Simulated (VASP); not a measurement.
# C (R-3m) in VASP: notebook

Runs on C. Level: PBEsol. Tasks: single point.

All numbers are computed with VASP 6.6.1; they aren't measurements. Logs are shortened: lines on timing, memory, paths and dates and some standing lists are left out, and cuts for length are marked.

## Step 1: The cell of the first run

The structure is trigonal, space group R-3m (No. 166). The conventional cell has a = 2.488 Å, b = 2.488 Å, c = 10.173 Å, α = 90.00°, β = 90.00°, γ = 120.00°. C (site symmetry 3m) has 3 C at 1.44 Å within 1.9 Å.

## Step 2: Single point, PBEsol

Contents of INCAR:

```
SYSTEM = C
PREC     = Accurate       ! precision mode
ENCUT    = 520            ! plane-wave cutoff, eV
EDIFF    = 1E-6           ! SCF threshold, eV
ISMEAR   = -1             ! smearing method
SIGMA    = 0.1            ! smearing width, eV
LREAL    = .FALSE.        ! projectors in reciprocal space
LASPH    = .TRUE.         ! aspherical terms in the spheres
NELM     = 100            ! most SCF steps
ALGO     = Normal         ! electronic algorithm
ISIF     = 2              ! what is computed and relaxed
LWAVE    = .FALSE.        ! write WAVECAR
LCHARG   = .FALSE.        ! write CHGCAR
GGA      = PS             ! functional
NBANDS   = 11             ! bands
```

Contents of KPOINTS:

```
regular mesh
0
G
  14 14 14
  0 0 0
```

Contents of POSCAR:

```
C
1.0
    1.2441891295      0.7183330568      3.3910556693
   -1.2441891295      0.7183330568      3.3910556693
    0.0000000000     -1.4366651004      3.3910556693
C
2
Direct
    0.8360000000      0.8360000000      0.8360000000
    0.1640000000      0.1640000000      0.1640000000
```

Potentials or basis: VASP PAW PBE potentials, release 64 (C).

Started as:

```console
cat potpaw_PBE.64/C/POTCAR > POTCAR
mpirun -np 1 vasp_std > vasp.out
```

OUTCAR:

```text
SYSTEM = C
   PREC = Accurate
   ENCUT = 520
   EDIFF = 1E-6
   ISMEAR = -1
   LREAL = .FALSE.
   LASPH = .TRUE.
   NELM = 100
   ISIF = 2
   GGA = PS

 ion  position               nearest neighbor table
   1  0.836  0.836  0.836-   2 1.44   2 1.44   2 1.44
   2  0.164  0.164  0.164-   1 1.44   1 1.44   1 1.44

  LATTYP: Found a trigonal (rhomboedric) cell.
 ALAT       =     3.6828341699
 COS(alpha) =     0.7717354484

  Lattice vectors:

 A1 = (   1.2441891295,   0.7183330568,   3.3910556693)
 A2 = (  -1.2441891295,   0.7183330568,   3.3910556693)
 A3 = (   0.0000000000,  -1.4366651004,   3.3910556693)

Analysis of symmetry for initial positions (statically):
=====================================================================
 Subroutine PRICEL returns:
 Original cell was already a primitive cell.

 Routine SETGRP: Setting up the symmetry group for a
 trigonal (rhombohedral) supercell.

 Subroutine GETGRP returns: Found 12 space group operations
 (whereof 12 operations were pure point group operations)
 out of a pool of 12 trial point group operations.

The static configuration has the point symmetry D_3d.

Analysis of symmetry for dynamics (positions and initial velocities):
=====================================================================
 Subroutine PRICEL returns:
 Original cell was already a primitive cell.

 Routine SETGRP: Setting up the symmetry group for a
 trigonal (rhombohedral) supercell.

 Subroutine GETGRP returns: Found 12 space group operations
 (whereof 12 operations were pure point group operations)
 out of a pool of 12 trial point group operations.

The dynamic configuration has the point symmetry D_3d.

 Subroutine INISYM returns: Found 12 space group operations
 (whereof 12 operations are pure point group operations),
 and found     1 'primitive' translations

----------------------------------------------------------------------------------------

                                     Primitive cell

  volume of cell :      18.1844

  direct lattice vectors                    reciprocal lattice vectors
     1.244189130  0.718333057  3.391055669     0.401868163  0.232018760  0.098297783
    -1.244189130  0.718333057  3.391055669    -0.401868163  0.232018760  0.098297783
     0.000000000 -1.436665100  3.391055669     0.000000000 -0.464037520  0.098297853

  length of vectors
     3.682834170  3.682834170  3.682833849     0.474334460  0.474334460  0.474334573

  position of ions in fractional coordinates (direct lattice)
     0.836000000  0.836000000  0.836000000
     0.164000000  0.164000000  0.164000000

  ion indices of the primitive-cell ions
   primitive index   ion index
                 1           1
                 2           2

----------------------------------------------------------------------------------------

 KPOINTS: regular mesh

Automatic generation of k-mesh.
 Grid dimensions read from file:
 generate k-points for:   14   14   14

 Generating k-lattice:

  Cartesian coordinates                     Fractional coordinates (reciprocal lattice)
     0.028704869  0.016572769  0.007021270     0.071428571  0.000000000 -0.000000000
    -0.028704869  0.016572769  0.007021270     0.000000000  0.071428571 -0.000000000
     0.000000000 -0.033145537  0.007021275     0.000000000  0.000000000  0.071428571

  Length of vectors
     0.033881033  0.033881033  0.033881041

  Shift w.r.t. Gamma in fractional coordinates (k-lattice)
     0.000000000  0.000000000  0.000000000

 Subroutine IBZKPT returns following result:
 ===========================================

 Found    288 irreducible k-points:

 Following reciprocal coordinates:
            Coordinates               Weight
  0.000000  0.000000  0.000000      1.000000
  0.071429 -0.000000  0.000000      6.000000
  0.142857  0.000000 -0.000000      6.000000
  0.214286  0.000000  0.000000      6.000000
  0.285714  0.000000 -0.000000      6.000000
  0.357143  0.000000 -0.000000      6.000000
[... 16 lines left out ...]
  0.214286  0.142857  0.000000     12.000000
  0.285714  0.142857  0.000000     12.000000
 [... further k-points ...]
   k-points           NKPTS =    288   k-points in BZ     NKDIM =    288   number of bands    NBANDS=     11
   number of dos      NEDOS =    301   number of ions     NIONS =      2
   total plane-waves  NPLWV =  21952
   dimension x,y,z NGX =    28 NGY =   28 NGZ =   28
   dimension x,y,z NGXF=    56 NGYF=   56 NGZF=   56
   ions per type =               2
   NGX,Y,Z   is equivalent  to a cutoff of  12.64, 12.64, 12.64 a.u.
   NGXF,Y,Z  is equivalent  to a cutoff of  25.28, 25.28, 25.28 a.u.
 SYSTEM =  C
   PREC   = accura    normal or accurate (medium, high low for compatibility)
   ISTART =      0    job   : 0-new  1-cont  2-samecut
   ICHARG =      2    charge: 1-file 2-atom 10-const
   ISPIN  =      1    spin polarized calculation?
   LNONCOLLINEAR =      F non collinear calculations
   LSORBIT =      F    spin-orbit coupling
   LASPH  =      T    aspherical Exc in radial PAW
   ENCUT  =  520.0 eV  38.22 Ry    6.18 a.u.   6.85  6.85  6.85*2*pi/ulx,y,z
   NELM   =    100;   NELMIN=  2; NELMDL= -5     # of ELM steps
   EDIFF  = 0.1E-05   stopping-criterion for ELM
   LREAL  =      F    real-space projection
   EDIFFG = 0.1E-04   stopping-criterion for IOM
   NSW    =      0    number of steps for IOM
   IBRION =     -1    ionic relax: 0-MD 1-quasi-New 2-CG
   NFREE  =      0    steps in history (QN), initial steepest desc. (CG)
   ISIF   =      2    stress and relaxation
   ISYM   =      2    0-nonsym 1-usesym 2-fastsym
   POTIM  = 0.5000    time-step for ionic-motion
   TEBEG  =    0.0;   TEEND  =   0.0 temperature during run
   PSTRESS=    0.0 pullay stress
   NELECT =       8.0000    total number of electrons
   NUPDOWN=      -1.0000    fix difference up-down
   EMIN   =  10.00;   EMAX   =-10.00  energy-range for DOS
   EFERMI =   0.00;   METHOD = LEGACY
   ISMEAR =    -1;   SIGMA  =   0.10  broadening in eV -4-tet -1-fermi 0-gaus
   EFERMI_NEDOS =   21; number of points for ismear=-14 and -15
   IALGO  =     38    algorithm
   IMIX   =      4    mixing-type and parameters
     AMIX     =   0.40;   BMIX     =  1.00
     AMIX_MAG =   1.60;   BMIX_MAG =  1.00
  volume/ion in A,a.u.               =       9.09        61.36
  Fermi-wavevector in a.u.,A,eV,Ry     =   1.245103  2.352904 21.092874  1.550282
  Thomas-Fermi vector in A             =   2.379341
   LORBIT       =      0    0 simple, 1 ext, 2 COOP (PROOUT), +10 PAW based schemes
   GGA     = PS    functional components
   LHFCALC =     F    Hartree Fock is set to
   AEXX    =    0.0000 exact exchange contribution
   IVDW    =     0    specifies the selected vdW correction
   LEPSILON=     F    determine dielectric tensor
   LRPA    =     F    only Hartree local field effects (RPA)
 non-spin polarized calculation
  energy-cutoff  :      520.00
  volume of cell :       18.18
 maximum number of plane-waves:       511
   NGX = 13   NGY = 13   NGZ = 13

 number of electron       8.0000000 magnetization

 Free energy of the ion-electron system (eV)
  ---------------------------------------------------
  ext. energy  EPLUGINS =         0.00000000
  ---------------------------------------------------
  free energy    TOTEN  =       -19.24695745 eV

  energy without entropy =      -19.24645110  energy(sigma->0) =      -19.24670427

 E-fermi :   4.3883     XC(G=0): -10.4201

 val. band max:        4.1195348870   @ k =  -0.1429   0.5000   0.1429
 cond. band min:       4.6705873983   @ k =  -0.1429   0.5000   0.1429
 fundamental gap:      0.5510525113
 Fermi energy:         4.3883390731

 k-point     1 :       0.0000    0.0000    0.0000
  band No.  band energies     occupation
      1     -15.0381      2.00000
      2      -2.0684      2.00000
      3       1.3887      2.00000
      4       1.3887      2.00000
      5       8.3427      0.00000
      6      12.4936      0.00000
      7      12.4936      0.00000
      8      15.4247      0.00000
      9      16.4492      0.00000
     10      26.3925      0.00000
     11      29.4112      0.00000

 k-point     2 :       0.0714   -0.0000    0.0000
  band No.  band energies     occupation
      1     -14.9167      2.00000
      2      -1.9468      2.00000
      3       0.9088      2.00000
      4       1.1420      2.00000
      5       8.5116      0.00000
      6      12.5474      0.00000
      7      12.9948      0.00000
      8      15.0221      0.00000
      9      16.6732      0.00000
     10      26.7817      0.00000
     11      28.4934      0.00000

 k-point     3 :       0.1429    0.0000   -0.0000
  band No.  band energies     occupation
      1     -14.5536      2.00000
      2      -1.5851      2.00000
      3      -0.3455      2.00000
      4       0.5300      2.00000
      5       9.0107      0.00000
      6      12.5384      0.00000
      7      13.9367      0.00000
      8      14.3589      0.00000
      9      17.3884      0.00000
     10      26.3350      0.00000
     11      27.7866      0.00000

 k-point     4 :       0.2143    0.0000    0.0000
  band No.  band energies     occupation
      1     -13.9525      2.00000
      2      -2.0464      2.00000
      3      -0.9746      2.00000
      4      -0.2110      2.00000
      5       9.7774      0.00000
      6      12.2145      0.00000
      7      12.5903      0.00000
      8      16.3092      0.00000
      9      18.4744      0.00000
     10      24.3355      0.00000
     11      26.8802      0.00000
[... 239 lines left out ...]
 k-point    22 :       0.1429    0.1429   -0.0000
  band No.  band energies     occupation
      1     -14.5364      2.00000
      2      -1.7350      2.00000
      3      -0.3299      2.00000
      4       0.5159      2.00000
      5       9.3295      0.00000
      6      12.5007      0.00000
      7      13.8910      0.00000
      8      14.3610      0.00000
      9      17.4225      0.00000
     10      25.9593      0.00000
     11      27.7967      0.00000

 k-point    23 :       0.2143    0.1429    0.0000
  band No.  band energies     occupation
      1     -14.1675      2.00000
      2      -1.4585      2.00000
      3      -1.2176      2.00000
      4      -0.1565      2.00000
      5       9.9549      0.00000
      6      12.6591      0.00000
      7      13.0925      0.00000
      8      14.9507      0.00000
      9      18.3687      0.00000
     10      24.2749      0.00000
     11      28.4241      0.00000

 k-point    24 :       0.2857    0.1429    0.0000
  band No.  band energies     occupation
      1     -13.5634      2.00000
      2      -2.4234      2.00000
      3      -1.2035      2.00000
      4      -0.8791      2.00000
      5      10.6595      0.00000
      6      11.7854      0.00000
      7      13.7151      0.00000
      8      15.2246      0.00000
      9      19.8784      0.00000
     10      22.4095      0.00000
     11      27.9832      0.00000

 [... further k-points ...]
[... 5 lines left out ...]
  --------------------------------------------------------------------------------------
  -------------------------------------------------------------------------------------
  Total       -1.5037528     -1.5037520      0.0567297      0.0000000      0.0000000      0.0000000
  in kB     -132.4917456   -132.4916683      4.9983094      0.0000000      0.0000005      0.0000000
  external PRESSURE =     -86.6617015 kB  Pullay stress =       0.0000000 kB

 VOLUME and BASIS-vectors are now :
 -----------------------------------------------------------------------------
  energy-cutoff  :      520.00
  volume of cell :       18.18
      direct lattice vectors                 reciprocal lattice vectors
     1.244189130  0.718333057  3.391055669     0.401868163  0.232018760  0.098297783
    -1.244189130  0.718333057  3.391055669    -0.401868163  0.232018760  0.098297783
     0.000000000 -1.436665100  3.391055669     0.000000000 -0.464037520  0.098297853

 POSITION                                       TOTAL-FORCE (eV/Angst)
 -----------------------------------------------------------------------------------
      0.00000      0.00000      8.50477         0.000000     -0.000000     -0.886981
      0.00000      0.00000      1.66840         0.000000      0.000000      0.886981
 -----------------------------------------------------------------------------------
    total drift:                                0.000000     -0.000000      0.000000

  FREE ENERGIE OF THE ION-ELECTRON SYSTEM (eV)
  ---------------------------------------------------
  free  energy   TOTEN  =       -19.2469574476 eV

  energy  without entropy=      -19.2464510987  energy(sigma->0) =      -19.24670427
```

It took 28 s on 1 thread of Intel Xeon 6975P-C (Granite Rapids), shared host; peak memory 0.17 GiB.

What came out:

- Free energy: -19.2470 eV
- Pressure: -8.7 GPa
- Largest force: 0.887 eV/Å
- Band gap on the k mesh: 0.55 eV, direct

Forces in eV/Å, atoms in the order of the input:
```
C    0.000  0.000 -0.887
C    0.000  0.000  0.887
```

Caveat: the PAW data sets were made with another functional, which shifts forces and pressure a little.

## Step 3: Single point, PBEsol

This run uses another cell than the first one, of 9.27 Å³/atom, 1.019 times its volume.

Contents of INCAR:

```
PREC     = Accurate       # precision mode
ENCUT    = 520            # plane-wave cutoff, eV
EDIFF    = 1E-6           # SCF threshold, eV
ISMEAR   = -1             # smearing method
SIGMA    = 0.1            # smearing width, eV
LREAL    = False          # projectors in reciprocal space
LASPH    = True           # aspherical terms in the spheres
NELM     = 80             # most SCF steps
ALGO     = Normal         # electronic algorithm
ISIF     = 2              # what is computed and relaxed
LWAVE    = False          # write WAVECAR
LCHARG   = True           # write CHGCAR
GGA      = PS             # functional
LELF     = True           # ELF
LVHAR    = True         
NBANDS   = 11             # bands
```

Contents of KPOINTS:

```
Automatic mesh
0
Gamma
  14 14 14
```

Contents of POSCAR:

```
C
1.0
    1.2521141147      0.7229085499      3.4126553324
   -1.2521141147      0.7229085499      3.4126553324
    0.0000000000     -1.4458160803      3.4126553324
C
2
Direct
    0.8360000000      0.8360000000      0.8360000000
    0.1640000000      0.1640000000      0.1640000000
```

Potentials or basis: VASP PAW PBE potentials, release 64 (C).

Started as:

```console
cat potpaw_PBE.64/C/POTCAR > POTCAR
mpirun -np 1 vasp_std > vasp.out
```

Wall time 30 s (1 thread of Intel Xeon 6975P-C (Granite Rapids), shared host); peak memory 0.18 GiB.

Results (log left out):

| Property | Result |
| --- | --- |
| Free energy | -19.2232 eV |
| Pressure | -13.2 GPa |
| Largest force | 0.893 eV/Å |
| Band gap on the k mesh | 0.55 eV, direct |

Forces in eV/Å, atoms in the order of the input:
```
C    0.000  0.000 -0.893
C    0.000  0.000  0.893
```

Stress tensor (GPa, compression positive):
```
-20.06   0.00   0.00
  0.00 -20.06   0.00
  0.00   0.00   0.37
```

Levels at points of the mesh, in eV from the valence-band top:
| k point | band 1 | band 2 | band 3 | band 4 | band 5 | band 6 | band 7 | band 8 |
| --- | --- | --- | --- | --- | --- | --- | --- | --- |
| (0.00, 0.00, 0.00) | -19.00 | -6.09 | -2.74 | -2.74 | 4.25 | 8.25 | 8.25 | 11.09 |
| (0.50, 0.00, 0.00) | -13.84 | -12.73 | -5.97 | -1.65 | 2.02 | 7.32 | 12.04 | 12.16 |
| (0.50, 0.50, 0.00) | -13.74 | -12.65 | -6.03 | -2.42 | 1.57 | 6.97 | 12.64 | 15.03 |
| (0.50, 0.50, 0.50) | -18.72 | -7.99 | -2.76 | -2.76 | 8.22 | 8.22 | 10.32 | 11.13 |

Caveat: the PAW data sets were made with another functional, which shifts forces and pressure a little. A k mesh can miss the band edges.
